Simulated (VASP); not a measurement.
Here is a VASP 6.6.1 calculation.

The input INCAR:

```
  ALGO = Normal
  EDIFF = 1E-6
  ENCUT = 520
  GGA = PE
  ISIF = 2
  ISMEAR = 0
  LASPH = True
  LCHARG = False
  LREAL = False
  LWAVE = False
  NBANDS = 56
  NELM = 100
  PREC = Accurate
  SIGMA = 0.1
```

Contents of KPOINTS:

```
k-points
0
Gamma
  4 2 4
```

Contents of POSCAR:

```
MgCd2S3
1.0
   -4.1419900257      4.1419900257      0.0000000000
    4.1419900257      4.1419900257      0.0000000000
    2.0709950128     -2.0709950128     -8.7433197068
Mg Cd S
2 4 6
Direct
    1.0000000000      0.0000000000      1.0000000000
    0.5000000000      0.5000000000      0.0000000000
    0.6638713272      0.0000000000      0.3277426543
    0.1638713272      0.5000000000      0.3277426543
    0.3361286728      0.0000000000      0.6722573457
    0.8361286728      0.5000000000      0.6722573457
    0.5000000000      0.2500000000      0.5000000000
    0.0000000000      0.7500000000      0.5000000000
    0.1725423286      0.2500000000      0.8450846573
    0.6725423286      0.7500000000      0.8450846573
    0.8274576714      0.2500000000      0.1549153427
    0.3274576714      0.7500000000      0.1549153427
```

Potentials or basis: VASP PAW PBE potentials, release 64 (Mg, Cd, S).

Command:

```sh
$ cat potpaw_PBE.64/Mg/POTCAR potpaw_PBE.64/Cd/POTCAR potpaw_PBE.64/S/POTCAR > POTCAR
$ mpirun -np 1 vasp_std > vasp.out
```

(1) Estimate the largest force.

(2) Estimate the pressure.

(3) Predict the band gap on the k mesh.

Results:

(1) 0.034 eV/Å.

(2) 0.2 GPa.

(3) 1.66 eV.

Caveat: the k points lie up to 0.54 Å⁻¹ apart.
